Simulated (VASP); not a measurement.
A run of VASP 6.6.1 is set up as follows.

Contents of INCAR:

```
PREC = Accurate
ENCUT = 520
EDIFF = 1E-6
ISMEAR = 0
SIGMA = 0.1
LREAL = F
LASPH = T
NELM = 80
ALGO = Normal
ISIF = 2
LWAVE = F
LCHARG = F
GGA = PE
NBANDS = 33
```

File KPOINTS:

```
regular mesh
0
Gamma
  6 6 2
```

The input POSCAR:

```
Zr2Pd2Se
1.0
    3.9492658400      0.0000000000      0.0000000000
   -1.9746329200      3.4201645400      0.0000000000
    0.0000000000      0.0000000000      7.5440796500
Zr Pd Se
2 2 1
Direct
    0.0000000000      0.0000000000      0.3435468800
    0.0000000000      0.0000000000      0.6564531200
    0.3333333300      0.6666666700      0.5000000000
    0.6666666700      0.3333333300      0.5000000000
    0.0000000000      0.0000000000      0.0000000000
```

Potentials or basis: VASP PAW PBE potentials, release 64 (Zr_sv, Pd, Se).

The run is started by

```console
$ cat potpaw_PBE.64/Zr_sv/POTCAR potpaw_PBE.64/Pd/POTCAR potpaw_PBE.64/Se/POTCAR > POTCAR
$ mpirun -np 1 vasp_std > vasp.out
```

Q: What does it give for the band gap on the k mesh?

A: Zero (bands 25 and 26 overlap by 1.00 eV).

Q: Predict the pressure.

A: 54.6 GPa.

Stress tensor (GPa, compression positive):
```
69.64  0.00  0.00
 0.00 69.64  0.00
 0.00  0.00 24.52
```

Caveat: the k points lie up to 0.42 Å⁻¹ apart, too coarse for converged energies and pressures of a metal; forces of over 1 eV/Å act on the atoms, so gaps and moduli don't describe the material at rest.
